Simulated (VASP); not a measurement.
# TaN in VASP: single point with LDA

Aim: the single point of TaN with LDA.

All numbers are computed with VASP 6.6.1; they aren't measurements. Logs are shortened: lines on timing, memory, paths and dates and some standing lists are left out, and cuts for length are marked.

## 1. The cell of the first run

The typed cell holds 6 atoms: a = 5.206 Å, b = 5.206 Å, c = 2.920 Å, α = 90.00°, β = 90.00°, γ = 60.00°.

## 2. Single point, LDA

INCAR

```
  PREC = Accurate
  ENCUT = 700
  EDIFF = 1E-6
  ISMEAR = -1
  SIGMA = 0.1
  LREAL = False
  LASPH = True
  NELM = 120
  ALGO = Normal
  ISIF = 2
  LWAVE = False
  LCHARG = True
  GGA = CA
  LELF = True
  LVHAR = True
  NBANDS = 36
  GGA_COMPAT = False
```

KPOINTS

```
regular mesh
0
Gamma
  5 5 8
```

POSCAR

```
TaN
1.0
    2.6032410000      4.5089440000      0.0000000000
   -2.6032410000      4.5089440000      0.0000000000
    0.0000000000      0.0000000000      2.9200480000
Ta N
3 3
Direct
    0.0000000000      0.0000000000      0.0000000000
    0.3333000000      0.3334000000      0.5000000000
    0.6666000000      0.6667000000      0.5000000000
    0.5000000000      0.5000000000      0.0000000000
    0.5000000000      0.0000000000      0.0000000000
    0.0000000000      0.5000000000      0.0000000000
```

Potentials or basis: VASP PAW LDA potentials, release 64 (Ta_sv_GW, N).

Launch:

```bash
$ cat potpaw_LDA.64/Ta_sv_GW/POTCAR potpaw_LDA.64/N/POTCAR > POTCAR
$ mpirun -np 1 vasp_std > vasp.out
```

OUTCAR:

```text
PREC = Accurate
   ENCUT = 700
   EDIFF = 1E-6
   ISMEAR = -1
   LREAL = False
   LASPH = True
   NELM = 120
   ISIF = 2
   GGA = CA

 ion  position               nearest neighbor table
   1  0.000  0.000  0.000-
   2  0.333  0.333  0.500-   4 2.10   4 2.10   6 2.10   6 2.10   5 2.10   5 2.10   3 3.01   3 3.01
                             3 3.01
   3  0.667  0.667  0.500-   4 2.10   4 2.10   5 2.10   5 2.10   6 2.10   6 2.10   2 3.01   2 3.01
                             2 3.01
   4  0.500  0.500  0.000-   2 2.10   3 2.10   2 2.10   3 2.10
   5  0.500  0.000  0.000-   3 2.10   3 2.10   2 2.10   2 2.10
   6  0.000  0.500  0.000-   2 2.10   2 2.10   3 2.10   3 2.10

  LATTYP: Found a hexagonal cell.
 ALAT       =     5.2064805482
 C/A-ratio  =     0.5608487294

  Lattice vectors:

 A1 = (   2.6032410000,  -4.5089440000,   0.0000000000)
 A2 = (   2.6032410000,   4.5089440000,   0.0000000000)
 A3 = (   0.0000000000,   0.0000000000,   2.9200480000)

Analysis of symmetry for initial positions (statically):
=====================================================================
 Subroutine PRICEL returns:
 Original cell was already a primitive cell.

 Routine SETGRP: Setting up the symmetry group for a
 hexagonal supercell.

 Subroutine GETGRP returns: Found  4 space group operations
 (whereof  4 operations were pure point group operations)
 out of a pool of 24 trial point group operations.

The static configuration has the point symmetry C_2v.

Analysis of symmetry for dynamics (positions and initial velocities):
=====================================================================
 Subroutine PRICEL returns:
 Original cell was already a primitive cell.

 Routine SETGRP: Setting up the symmetry group for a
 hexagonal supercell.

 Subroutine GETGRP returns: Found  4 space group operations
 (whereof  4 operations were pure point group operations)
 out of a pool of 24 trial point group operations.

The dynamic configuration has the point symmetry C_2v.

 Subroutine INISYM returns: Found  4 space group operations
 (whereof  4 operations are pure point group operations),
 and found     1 'primitive' translations

----------------------------------------------------------------------------------------

                                     Primitive cell

  volume of cell :      68.5503

  direct lattice vectors                    reciprocal lattice vectors
     2.603241000  4.508944000  0.000000000     0.192068272  0.110890710  0.000000000
    -2.603241000  4.508944000  0.000000000    -0.192068272  0.110890710  0.000000000
     0.000000000  0.000000000  2.920048000     0.000000000  0.000000000  0.342460124

  length of vectors
     5.206480548  5.206480548  2.920048000     0.221781357  0.221781357  0.342460124

  position of ions in fractional coordinates (direct lattice)
     0.000000000  0.000000000  0.000000000
     0.333300000  0.333400000  0.500000000
     0.666600000  0.666700000  0.500000000
     0.500000000  0.500000000  0.000000000
     0.500000000  1.000000000  0.000000000
     1.000000000  0.500000000  0.000000000

  ion indices of the primitive-cell ions
   primitive index   ion index
                 1           1
                 2           2
                 3           3
                 4           4
                 5           5
                 6           6

----------------------------------------------------------------------------------------

 KPOINTS: regular mesh

Automatic generation of k-mesh.
 Grid dimensions read from file:
 generate k-points for:    5    5    8

 Generating k-lattice:

  Cartesian coordinates                     Fractional coordinates (reciprocal lattice)
     0.038413654  0.022178142  0.000000000     0.200000000  0.000000000  0.000000000
    -0.038413654  0.022178142  0.000000000     0.000000000  0.200000000  0.000000000
     0.000000000  0.000000000  0.042807515     0.000000000  0.000000000  0.125000000

  Length of vectors
     0.044356271  0.044356271  0.042807515

  Shift w.r.t. Gamma in fractional coordinates (k-lattice)
     0.000000000  0.000000000  0.000000000

 Subroutine IBZKPT returns following result:
 ===========================================

 Found     45 irreducible k-points:

 Following reciprocal coordinates:
            Coordinates               Weight
  0.000000  0.000000  0.000000      1.000000
  0.200000  0.000000  0.000000      4.000000
  0.200000  0.200000  0.000000      2.000000
  0.400000 -0.000000  0.000000      4.000000
  0.400000  0.400000  0.000000      2.000000
  0.400000  0.200000  0.000000      4.000000
[... 16 lines left out ...]
  0.400000  0.400000  0.250000      4.000000
  0.400000  0.200000  0.250000      8.000000
 [... further k-points ...]
   k-points           NKPTS =     45   k-points in BZ     NKDIM =     45   number of bands    NBANDS=     36
   number of dos      NEDOS =    301   number of ions     NIONS =      6
   total plane-waves  NPLWV =  64512
   dimension x,y,z NGX =    48 NGY =   48 NGZ =   28
   dimension x,y,z NGXF=    96 NGYF=   96 NGZF=   56
   ions per type =               3   3
   NGX,Y,Z   is equivalent  to a cutoff of  15.33, 15.33, 15.94 a.u.
   NGXF,Y,Z  is equivalent  to a cutoff of  30.65, 30.65, 31.88 a.u.
 SYSTEM =  unknown system
   PREC   = accura    normal or accurate (medium, high low for compatibility)
   ISTART =      0    job   : 0-new  1-cont  2-samecut
   ICHARG =      2    charge: 1-file 2-atom 10-const
   ISPIN  =      1    spin polarized calculation?
   LNONCOLLINEAR =      F non collinear calculations
   LSORBIT =      F    spin-orbit coupling
   LASPH  =      T    aspherical Exc in radial PAW
   ENCUT  =  700.0 eV  51.45 Ry    7.17 a.u.  11.23 11.23  6.30*2*pi/ulx,y,z
   NELM   =    120;   NELMIN=  2; NELMDL= -5     # of ELM steps
   EDIFF  = 0.1E-05   stopping-criterion for ELM
   LREAL  =      F    real-space projection
[... 7 lines left out ...]
   TEBEG  =    0.0;   TEEND  =   0.0 temperature during run
   PSTRESS=    0.0 pullay stress
   NELECT =      54.0000    total number of electrons
   NUPDOWN=      -1.0000    fix difference up-down
   EMIN   =  10.00;   EMAX   =-10.00  energy-range for DOS
   EFERMI =   0.00;   METHOD = LEGACY
   ISMEAR =    -1;   SIGMA  =   0.10  broadening in eV -4-tet -1-fermi 0-gaus
   EFERMI_NEDOS =   21; number of points for ismear=-14 and -15
   IALGO  =     38    algorithm
   IMIX   =      4    mixing-type and parameters
     AMIX     =   0.40;   BMIX     =  1.00
     AMIX_MAG =   1.60;   BMIX_MAG =  1.00
  volume/ion in A,a.u.               =      11.43        77.10
  Fermi-wavevector in a.u.,A,eV,Ry     =   1.511946  2.857164 31.102666  2.285981
  Thomas-Fermi vector in A             =   2.621936
   LORBIT       =      0    0 simple, 1 ext, 2 COOP (PROOUT), +10 PAW based schemes
   GGA     = CA    functional components
   LHFCALC =     F    Hartree Fock is set to
   AEXX    =    0.0000 exact exchange contribution
   IVDW    =     0    specifies the selected vdW correction
   LEPSILON=     F    determine dielectric tensor
   LRPA    =     F    only Hartree local field effects (RPA)
 non-spin polarized calculation
  energy-cutoff  :      700.00
  volume of cell :       68.55
 maximum number of plane-waves:      2902
 NGX is ok and might be reduce to    48
   NGX = 23   NGY = 23   NGZ = 13

 number of electron      54.0000001 magnetization

 Free energy of the ion-electron system (eV)
  ---------------------------------------------------
  ext. energy  EPLUGINS =         0.00000000
  ---------------------------------------------------
  free energy    TOTEN  =       -78.89350240 eV

  energy without entropy =      -78.86233328  energy(sigma->0) =      -78.87791784

 E-fermi :  11.7589     XC(G=0): -13.5938

 val. band max:       11.7385362995   @ k =   0.0000   0.0000   0.3750
 cond. band min:      11.7861429233   @ k =   0.2000   0.2000   0.2500
 fundamental gap:      0.0476066237
 Fermi energy:        11.7588938250

 k-point     1 :       0.0000    0.0000    0.0000
  band No.  band energies     occupation
      1     -57.1593      2.00000
      2     -57.1124      2.00000
      3     -56.8025      2.00000
      4     -24.2405      2.00000
      5     -24.2400      2.00000
      6     -23.8545      2.00000
[... 28 lines left out ...]
     35      14.9212      0.00000
     36      15.2708      0.00000

 k-point     2 :       0.2000    0.0000    0.0000
  band No.  band energies     occupation
      1     -57.1553      2.00000
      2     -57.1163      2.00000
      3     -56.8027      2.00000
      4     -24.2672      2.00000
      5     -24.2216      2.00000
      6     -23.8374      2.00000
[... 28 lines left out ...]
     35      15.0941      0.00000
     36      15.2548      0.00000

 k-point     3 :       0.2000    0.2000    0.0000
  band No.  band energies     occupation
      1     -57.1553      2.00000
      2     -57.1163      2.00000
      3     -56.8027      2.00000
      4     -24.2668      2.00000
      5     -24.2219      2.00000
      6     -23.8373      2.00000
[... 28 lines left out ...]
     35      15.2488      0.00000
     36      15.3219      0.00000

 k-point     4 :       0.4000   -0.0000    0.0000
  band No.  band energies     occupation
      1     -57.1460      2.00000
      2     -57.1254      2.00000
      3     -56.8030      2.00000
      4     -24.3039      2.00000
      5     -24.1479      2.00000
      6     -23.8984      2.00000
[... 28 lines left out ...]
     35      15.2886      0.00000
     36      15.4406      0.00000

 k-point     5 :       0.4000    0.4000    0.0000
  band No.  band energies     occupation
      1     -57.1460      2.00000
      2     -57.1254      2.00000
      3     -56.8030      2.00000
      4     -24.3036      2.00000
      5     -24.1483      2.00000
      6     -23.8984      2.00000
[... 655 lines left out ...]
 k-point    22 :       0.4000   -0.0000    0.2500
  band No.  band energies     occupation
      1     -57.1232      2.00000
      2     -57.1028      2.00000
      3     -56.7846      2.00000
      4     -24.2098      2.00000
      5     -24.1002      2.00000
      6     -24.0762      2.00000
[... 28 lines left out ...]
     35      15.1908      0.00000
     36      16.2810      0.00000

 k-point    23 :       0.4000    0.4000    0.2500
  band No.  band energies     occupation
      1     -57.1232      2.00000
      2     -57.1028      2.00000
      3     -56.7846      2.00000
      4     -24.2095      2.00000
      5     -24.1002      2.00000
      6     -24.0765      2.00000
[... 28 lines left out ...]
     35      15.1905      0.00000
     36      16.2809      0.00000

 k-point    24 :       0.4000    0.2000    0.2500
  band No.  band energies     occupation
      1     -57.1254      2.00000
      2     -57.1006      2.00000
      3     -56.7845      2.00000
      4     -24.2026      2.00000
      5     -24.0992      2.00000
      6     -24.0987      2.00000
[... 28 lines left out ...]
     35      15.4982      0.00000
     36      15.8556      0.00000

 [... further k-points ...]

------------------------ aborting loop because EDIFF is reached ----------------------------------------

  FORCE on cell =-STRESS in cart. coord.  units (eV):
  Direction    XX          YY          ZZ          XY          YZ          ZX
  --------------------------------------------------------------------------------------
  -------------------------------------------------------------------------------------
  Total       -2.7237230     -2.7164403     -4.3942177      0.0000000      0.0000000      0.0000000
  in kB      -63.6596600    -63.4894458   -102.7029572      0.0000000      0.0000000      0.0000000
  external PRESSURE =     -76.6173543 kB  Pullay stress =       0.0000000 kB

 VOLUME and BASIS-vectors are now :
 -----------------------------------------------------------------------------
  energy-cutoff  :      700.00
  volume of cell :       68.55
      direct lattice vectors                 reciprocal lattice vectors
     2.603241000  4.508944000  0.000000000     0.192068272  0.110890710  0.000000000
    -2.603241000  4.508944000  0.000000000    -0.192068272  0.110890710  0.000000000
     0.000000000  0.000000000  2.920048000     0.000000000  0.000000000  0.342460124

 POSITION                                       TOTAL-FORCE (eV/Angst)
 -----------------------------------------------------------------------------------
      0.00000      0.00000      0.00000        -0.001039     -0.000000      0.000000
     -0.00026      3.00611      1.46002         0.004661     -0.005281      0.000000
     -0.00026      6.01178      1.46002         0.004661      0.005281      0.000000
      0.00000      4.50894      0.00000        -0.000331     -0.000000      0.000000
      1.30162      2.25447      0.00000        -0.003975      0.002107      0.000000
     -1.30162      2.25447      0.00000        -0.003975     -0.002107      0.000000
 -----------------------------------------------------------------------------------
    total drift:                               -0.000031      0.000000      0.000000

  FREE ENERGIE OF THE ION-ELECTRON SYSTEM (eV)
  ---------------------------------------------------
  free  energy   TOTEN  =       -78.8935024023 eV

  energy  without entropy=      -78.8623332845  energy(sigma->0) =      -78.87791784
```

Run time: 5.2 min. Hardware: 1 thread of AMD EPYC 7R13 (Zen 3), shared host; peak memory 0.27 GiB.

What came out:

| Quantity | Value |
| --- | --- |
| Free energy | -78.8935 eV |
| Pressure | -7.7 GPa |
| Largest force | 0.007 eV/Å |
| Band gap on the k mesh | zero (bands 27 and 28 overlap by 2.11 eV) |

Forces on the atoms (eV/Å):
```
Ta  -0.001  0.000  0.000
Ta   0.005 -0.005  0.000
Ta   0.005  0.005  0.000
N    0.000  0.000  0.000
N   -0.004  0.002  0.000
N   -0.004 -0.002  0.000
```

Stress tensor (GPa, compression positive):
```
 -6.37   0.00   0.00
  0.00  -6.35   0.00
  0.00   0.00 -10.27
```

Levels at points of the mesh, in eV from the Fermi level:
```tsv
k point	band 23	band 24	band 25	band 26	band 27	band 28	band 29	band 30	band 31	band 32
(0.00, 0.00, 0.00)	-2.99	-2.99	-2.47	-2.07	-1.28	-1.28	0.74	0.74	1.18	2.11
(0.00, 0.00, 0.50)	-3.69	-3.07	-3.07	-1.91	0.82	0.82	1.45	1.69	2.44	2.44
```

Caveat: the cell stands under tension; spin-orbit coupling is left out, which moves the levels of the heavy elements.

The gap in the log of VASP goes by the Fermi energy; the results here count the filled bands.